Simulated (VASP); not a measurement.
Crystal: SrO.

```
Sr O
1.0
     3.10287   -0.08936    0.00000
    -0.08936    3.10287    0.00000
     0.00000    0.00000    3.10287
Sr O
1 1
Cartesian
  0.0000 0.0000 0.0000
  1.5068 1.5068 1.5514
```

This cell differs from its parent crystal: shear xy strain -5.8%.

Base run:

| Item | Value |
| --- | --- |
| Program | VASP 6.6.1 |
| Functional | r2SCAN |
| Potentials or basis | VASP PAW PBE potentials, release 64 (Sr_sv, O) |
| Cutoff | 520 eV |
| k mesh | 8 × 8 × 8 |
| Occupations | gaussian, width 0.01 eV |
| Spin | no spin polarisation |

Its results: band gap on the k mesh 3.25 eV, indirect (least direct gap 3.30 eV); pressure 1.2 GPa.

Q: The run is repeated on the same cell with these changes: functional from r2SCAN to HSE06; k mesh from 8 × 8 × 8 to 6 × 6 × 6. What comes out?

A: Band gap on the k mesh 4.28 eV, indirect (least direct gap 4.35 eV); pressure 0.9 GPa.

Several settings changed at once, so the effect can't be laid on one alone.

Caveats: the PAW data sets were made with another functional, which shifts forces and pressure a little.

A k mesh can miss the band edges.
